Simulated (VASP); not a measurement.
# Cs (Im-3m) in VASP: notebook

Runs on Cs. Level: PBE. Tasks: single point.

All numbers are computed with VASP 6.6.1; they aren't measurements. Logs are shortened: lines on timing, memory, paths and dates and some standing lists are left out, and cuts for length are marked.

## (1) The cell of the first run

It takes space group Im-3m (No. 229, cubic). The conventional cell has a = 6.154 Å, b = 6.154 Å, c = 6.154 Å, α = 90.00°, β = 90.00°, γ = 90.00°.

## (2) Single point, PBE

INCAR reads:

```
SYSTEM = Cs
  PREC = Accurate
  ENCUT = 520
  EDIFF = 1E-7
  ISMEAR = 1
  SIGMA = 0.2
  LREAL = .False.
  LASPH = .True.
  NELM = 80
  ALGO = Normal
  ISIF = 2
  LWAVE = .False.
  LCHARG = .True.
  GGA = PE
  LELF = .True.
  LVHAR = .True.
  NBANDS = 10
```

KPOINTS reads:

```
regular mesh
0
Gamma
  7 7 7
  0 0 0
```

POSCAR reads:

```
Cs
1.0
   -3.0771709509      3.0771709509      3.0771709509
    3.0771709509     -3.0771709509      3.0771709509
    3.0771709509      3.0771709509     -3.0771709509
Cs
1
Direct
    0.0000000000      0.0000000000      0.0000000000
```

Potentials or basis: VASP PAW PBE potentials, release 64 (Cs_sv).

Launch:

```console
> cat potpaw_PBE.64/Cs_sv/POTCAR > POTCAR
> mpirun -np 1 vasp_std > vasp.out
```

OUTCAR:

```text
SYSTEM = Cs
   PREC = Accurate
   ENCUT = 520
   EDIFF = 1E-7
   ISMEAR = 1
   LREAL = .False.
   LASPH = .True.
   NELM = 80
   ISIF = 2
   GGA = PE

 ion  position               nearest neighbor table
   1  0.000  0.000  0.000-

  LATTYP: Found a body centered cubic cell.
 ALAT       =     6.1543419018

  Lattice vectors:

 A1 = (  -3.0771709509,   3.0771709509,   3.0771709509)
 A2 = (   3.0771709509,  -3.0771709509,   3.0771709509)
 A3 = (   3.0771709509,   3.0771709509,  -3.0771709509)

Analysis of symmetry for initial positions (statically):
=====================================================================
 Subroutine PRICEL returns:
 Original cell was already a primitive cell.

 Routine SETGRP: Setting up the symmetry group for a
 body centered cubic supercell.

 Subroutine GETGRP returns: Found 48 space group operations
 (whereof 48 operations were pure point group operations)
 out of a pool of 48 trial point group operations.

The static configuration has the point symmetry O_h .

Analysis of symmetry for dynamics (positions and initial velocities):
=====================================================================
 Subroutine PRICEL returns:
 Original cell was already a primitive cell.

 Routine SETGRP: Setting up the symmetry group for a
 body centered cubic supercell.

 Subroutine GETGRP returns: Found 48 space group operations
 (whereof 48 operations were pure point group operations)
 out of a pool of 48 trial point group operations.

The dynamic configuration has the point symmetry O_h .

 Subroutine INISYM returns: Found 48 space group operations
 (whereof 48 operations are pure point group operations),
 and found     1 'primitive' translations

----------------------------------------------------------------------------------------

                                     Primitive cell

  volume of cell :     116.5507

  direct lattice vectors                    reciprocal lattice vectors
    -3.077170951  3.077170951  3.077170951     0.000000000  0.162486910  0.162486910
     3.077170951 -3.077170951  3.077170951     0.162486910  0.000000000  0.162486910
     3.077170951  3.077170951 -3.077170951     0.162486910  0.162486910  0.000000000

  length of vectors
     5.329816431  5.329816431  5.329816431     0.229791192  0.229791192  0.229791192

  position of ions in fractional coordinates (direct lattice)
     0.000000000  0.000000000  0.000000000

  ion indices of the primitive-cell ions
   primitive index   ion index
                 1           1

----------------------------------------------------------------------------------------

 KPOINTS: regular mesh

Automatic generation of k-mesh.
 Grid dimensions read from file:
 generate k-points for:    7    7    7

 Generating k-lattice:

  Cartesian coordinates                     Fractional coordinates (reciprocal lattice)
     0.000000000  0.023212416  0.023212416     0.142857143  0.000000000  0.000000000
     0.023212416  0.000000000  0.023212416     0.000000000  0.142857143  0.000000000
     0.023212416  0.023212416  0.000000000     0.000000000  0.000000000  0.142857143

  Length of vectors
     0.032827313  0.032827313  0.032827313

  Shift w.r.t. Gamma in fractional coordinates (k-lattice)
     0.000000000  0.000000000  0.000000000

 Subroutine IBZKPT returns following result:
 ===========================================

 Found     20 irreducible k-points:

 Following reciprocal coordinates:
            Coordinates               Weight
  0.000000  0.000000  0.000000      1.000000
  0.142857  0.000000  0.000000     12.000000
  0.285714  0.000000  0.000000     12.000000
  0.428571  0.000000  0.000000     12.000000
  0.142857  0.142857  0.000000     24.000000
  0.285714  0.142857  0.000000     48.000000
[... 12 lines left out ...]
 -0.428571 -0.428571  0.285714      8.000000
 -0.428571  0.428571  0.428571      6.000000
   k-points           NKPTS =     20   k-points in BZ     NKDIM =     20   number of bands    NBANDS=     10
   number of dos      NEDOS =    301   number of ions     NIONS =      1
   total plane-waves  NPLWV =  64000
   dimension x,y,z NGX =    40 NGY =   40 NGZ =   40
   dimension x,y,z NGXF=    80 NGYF=   80 NGZF=   80
   ions per type =               1
   NGX,Y,Z   is equivalent  to a cutoff of  12.48, 12.48, 12.48 a.u.
   NGXF,Y,Z  is equivalent  to a cutoff of  24.95, 24.95, 24.95 a.u.
 SYSTEM =  Cs
   PREC   = accura    normal or accurate (medium, high low for compatibility)
   ISTART =      0    job   : 0-new  1-cont  2-samecut
   ICHARG =      2    charge: 1-file 2-atom 10-const
   ISPIN  =      1    spin polarized calculation?
   LNONCOLLINEAR =      F non collinear calculations
   LSORBIT =      F    spin-orbit coupling
   LASPH  =      T    aspherical Exc in radial PAW
   ENCUT  =  520.0 eV  38.22 Ry    6.18 a.u.   9.91  9.91  9.91*2*pi/ulx,y,z
   NELM   =     80;   NELMIN=  2; NELMDL= -5     # of ELM steps
   EDIFF  = 0.1E-06   stopping-criterion for ELM
   LREAL  =      F    real-space projection
   EDIFFG = 0.1E-05   stopping-criterion for IOM
   NSW    =      0    number of steps for IOM
   IBRION =     -1    ionic relax: 0-MD 1-quasi-New 2-CG
   NFREE  =      0    steps in history (QN), initial steepest desc. (CG)
   ISIF   =      2    stress and relaxation
   ISYM   =      2    0-nonsym 1-usesym 2-fastsym
   POTIM  = 0.5000    time-step for ionic-motion
   TEBEG  =    0.0;   TEEND  =   0.0 temperature during run
   PSTRESS=    0.0 pullay stress
   NELECT =       9.0000    total number of electrons
   NUPDOWN=      -1.0000    fix difference up-down
   EMIN   =  10.00;   EMAX   =-10.00  energy-range for DOS
   EFERMI =   0.00;   METHOD = LEGACY
   ISMEAR =     1;   SIGMA  =   0.20  broadening in eV -4-tet -1-fermi 0-gaus
   EFERMI_NEDOS =   21; number of points for ismear=-14 and -15
   IALGO  =     38    algorithm
   IMIX   =      4    mixing-type and parameters
     AMIX     =   0.40;   BMIX     =  1.00
     AMIX_MAG =   1.60;   BMIX_MAG =  1.00
  volume/ion in A,a.u.               =     116.55       786.52
  Fermi-wavevector in a.u.,A,eV,Ry     =   0.697136  1.317396  6.612408  0.485998
  Thomas-Fermi vector in A             =   1.780379
   LORBIT       =      0    0 simple, 1 ext, 2 COOP (PROOUT), +10 PAW based schemes
   GGA     = PE    functional components
   LHFCALC =     F    Hartree Fock is set to
   AEXX    =    0.0000 exact exchange contribution
   IVDW    =     0    specifies the selected vdW correction
   LEPSILON=     F    determine dielectric tensor
   LRPA    =     F    only Hartree local field effects (RPA)
 non-spin polarized calculation
 Methfessel and Paxton  Order N= 1 SIGMA  =   0.20
  energy-cutoff  :      520.00
  volume of cell :      116.55
 maximum number of plane-waves:      3164
   NGX = 19   NGY = 19   NGZ = 19

 number of electron       9.0000002 magnetization

 Free energy of the ion-electron system (eV)
  ---------------------------------------------------
  ext. energy  EPLUGINS =         0.00000000
  ---------------------------------------------------
  free energy    TOTEN  =        -0.85336535 eV

  energy without entropy =       -0.85280387  energy(sigma->0) =       -0.85317819

 E-fermi :   0.4290     XC(G=0):  -5.3742

 val. band max:        0.4124215049   @ k =  -0.2857   0.4286   0.1429
 cond. band min:       0.4871496068   @ k =  -0.4286   0.4286   0.1429
 fundamental gap:      0.0747281019
 Fermi energy:         0.4289855316

 k-point     1 :       0.0000    0.0000    0.0000
  band No.  band energies     occupation
      1     -23.4466      2.00000
      2     -10.1915      2.00000
      3     -10.1915      2.00000
      4     -10.1915      2.00000
      5      -1.2444      2.00000
      6       2.9053     -0.00000
      7       2.9053     -0.00000
      8       2.9053     -0.00000
      9       3.7514     -0.00000
     10       3.7514     -0.00000

 k-point     2 :       0.1429    0.0000    0.0000
  band No.  band energies     occupation
      1     -23.4454      2.00000
      2     -10.2169      2.00000
      3     -10.1998      2.00000
      4     -10.1915      2.00000
      5      -1.0247      2.00000
      6       2.6557     -0.00000
      7       2.6864     -0.00000
      8       3.1268     -0.00000
      9       3.5341     -0.00000
     10       3.7222     -0.00000

 k-point     3 :       0.2857    0.0000    0.0000
  band No.  band energies     occupation
      1     -23.4428      2.00000
      2     -10.2727      2.00000
      3     -10.2183      2.00000
      4     -10.1916      2.00000
      5      -0.4305      2.00000
      6       1.9783     -0.00000
      7       2.3211     -0.00000
      8       3.6450     -0.00000
      9       3.7705     -0.00000
     10       3.7861     -0.00000

 k-point     4 :       0.4286    0.0000    0.0000
  band No.  band energies     occupation
      1     -23.4406      2.00000
      2     -10.3161      2.00000
      3     -10.2330      2.00000
      4     -10.1916      2.00000
      5       0.2911      1.91221
      6       1.4066     -0.00000
      7       2.0955     -0.00000
      8       3.6313     -0.00000
      9       4.0751     -0.00000
     10       4.7549      0.00000

 k-point     5 :       0.1429    0.1429    0.0000
  band No.  band energies     occupation
      1     -23.4435      2.00000
      2     -10.2551      2.00000
      3     -10.2097      2.00000
      4     -10.1974      2.00000
      5      -0.6136      2.00000
      6       2.2168     -0.00000
      7       2.3664     -0.00000
      8       3.4118     -0.00000
      9       3.5456     -0.00000
     10       3.9538     -0.00000

 k-point     6 :       0.2857    0.1429    0.0000
  band No.  band energies     occupation
      1     -23.4411      2.00000
      2     -10.2966      2.00000
      3     -10.2319      2.00000
      4     -10.1997      2.00000
      5       0.0880      2.03666
      6       1.6542     -0.00000
      7       2.0664     -0.00000
      8       3.5285     -0.00000
      9       4.0223     -0.00000
     10       4.2640     -0.00000
[... 131 lines left out ...]
 k-point    17 :      -0.2857    0.2857    0.2857
  band No.  band energies     occupation
      1     -23.4394      2.00000
      2     -10.2693      2.00000
      3     -10.2475      2.00000
      4     -10.2475      2.00000
      5       0.2701      1.97724
      6       1.7317     -0.00000
      7       2.7020     -0.00000
      8       2.7020     -0.00000
      9       3.4503     -0.00000
     10       3.8441     -0.00000

 k-point    18 :      -0.4286    0.4286    0.2857
  band No.  band energies     occupation
      1     -23.4376      2.00000
      2     -10.2949      2.00000
      3     -10.2635      2.00000
      4     -10.2500      2.00000
      5       0.8750     -0.00709
      6       1.3255     -0.00000
      7       2.5059     -0.00000
      8       2.7395     -0.00000
      9       3.5294     -0.00000
     10       4.5606      0.00000

 k-point    19 :      -0.4286   -0.4286    0.2857
  band No.  band energies     occupation
      1     -23.4367      2.00000
      2     -10.2869      2.00000
      3     -10.2869      2.00000
      4     -10.2540      2.00000
      5       1.1653     -0.00000
      6       1.1653     -0.00000
      7       2.2301     -0.00000
      8       3.4014     -0.00000
      9       3.4014     -0.00000
     10       4.5698      0.00000

 k-point    20 :      -0.4286    0.4286    0.4286
  band No.  band energies     occupation
      1     -23.4359      2.00000
      2     -10.2844      2.00000
      3     -10.2802      2.00000
      4     -10.2802      2.00000
      5       1.0548     -0.00009
      6       1.1522     -0.00000
      7       3.0968     -0.00000
      8       3.2117     -0.00000
      9       3.2117     -0.00000
     10       4.6586      0.00000

------------------------ aborting loop because EDIFF is reached ----------------------------------------

  FORCE on cell =-STRESS in cart. coord.  units (eV):
  Direction    XX          YY          ZZ          XY          YZ          ZX
  --------------------------------------------------------------------------------------
  -------------------------------------------------------------------------------------
  Total       -0.0034414     -0.0034414     -0.0034414      0.0000000      0.0000000      0.0000000
  in kB       -0.0473080     -0.0473080     -0.0473080      0.0000000      0.0000000      0.0000000
  external PRESSURE =      -0.0473080 kB  Pullay stress =       0.0000000 kB

 VOLUME and BASIS-vectors are now :
 -----------------------------------------------------------------------------
  energy-cutoff  :      520.00
  volume of cell :      116.55
      direct lattice vectors                 reciprocal lattice vectors
    -3.077170951  3.077170951  3.077170951     0.000000000  0.162486910  0.162486910
     3.077170951 -3.077170951  3.077170951     0.162486910  0.000000000  0.162486910
     3.077170951  3.077170951 -3.077170951     0.162486910  0.162486910  0.000000000

 POSITION                                       TOTAL-FORCE (eV/Angst)
 -----------------------------------------------------------------------------------
      0.00000      0.00000      0.00000        -0.000000     -0.000000     -0.000000
 -----------------------------------------------------------------------------------
    total drift:                                0.000000      0.000000     -0.000000

  FREE ENERGIE OF THE ION-ELECTRON SYSTEM (eV)
  ---------------------------------------------------
  free  energy   TOTEN  =        -0.8533653508 eV

  energy  without entropy=       -0.8528038674  energy(sigma->0) =       -0.85317819
```

It took 40 s on 1 thread of AMD EPYC 7R13, shared host; peak memory 0.21 GiB.

Results:

```
Free energy            : -0.8534 eV
Pressure               : 0.0 GPa
Band gap on the k mesh : zero (an odd number of electrons rules out a gap without spin polarisation)
```

Caveat: spin-orbit coupling is left out, which moves the levels of the heavy elements.

## (3) Single point, PBE

INCAR reads:

```
  PREC = Accurate
  ENCUT = 520
  EDIFF = 1E-7
  ISMEAR = 1
  SIGMA = 0.3
  LREAL = False
  LASPH = True
  NELM = 100
  ALGO = Normal
  ISIF = 2
  LWAVE = False
  LCHARG = False
  GGA = PE
  NBANDS = 10
```

KPOINTS reads:

```
Automatic mesh
0
Gamma
  7 7 7
```

POSCAR is that of step 2.

Potentials or basis: VASP PAW PBE potentials, release 64 (Cs_sv).

Launch:

```console
> cat potpaw_PBE.64/Cs_sv/POTCAR > POTCAR
> mpirun -np 1 vasp_std > vasp.out
```

Wall time 41 s (1 thread of AMD EPYC 7R13, shared host); peak memory 0.21 GiB.

The run converged. Its results:

```
Free energy            : -0.8532 eV
Pressure               : 0.0 GPa
Band gap on the k mesh : zero (an odd number of electrons rules out a gap without spin polarisation)
```

Levels at points of the mesh, in eV from the Fermi level:
```csv
k point,band 1,band 2,band 3,band 4,band 5,band 6,band 7,band 8,band 9,band 10
"(0.00, 0.00, 0.00)",-23.87,-10.61,-10.61,-10.61,-1.67,2.48,2.48,2.48,3.33,3.33
```

Caveat: so wide a smearing shifts energies and pressures; spin-orbit coupling is left out, which moves the levels of the heavy elements.

## (4) Single point, PBE

INCAR reads:

```
PREC = Accurate
ENCUT = 520
EDIFF = 1E-6
ISMEAR = 1
SIGMA = 0.6
LREAL = False
LASPH = True
NELM = 80
ALGO = Normal
ISIF = 2
LWAVE = False
LCHARG = True
GGA = PE
LELF = True
LVHAR = True
NBANDS = 10
```

KPOINTS is that of step 3.

POSCAR is that of step 3.

Launch:

```console
> cat potpaw_PBE.64/Cs_sv/POTCAR > POTCAR
> mpirun -np 1 vasp_std > vasp.out
```

It took 45 s on 1 thread of AMD EPYC 7R13, shared host; peak memory 0.21 GiB.

Results (log left out):

- Free energy: -0.8521 eV
- Pressure: 0.0 GPa
- Band gap on the k mesh: zero (an odd number of electrons rules out a gap without spin polarisation)

Levels at points of the mesh, in eV from the Fermi level:
```tsv
k point	band 1	band 2	band 3	band 4	band 5	band 6	band 7	band 8	band 9	band 10
(0.00, 0.00, 0.00)	-23.88	-10.62	-10.62	-10.62	-1.67	2.47	2.47	2.47	3.32	3.32
```

Caveat: so wide a smearing shifts energies and pressures; spin-orbit coupling is left out, which moves the levels of the heavy elements.

(Part 1 of 2 ends here.)
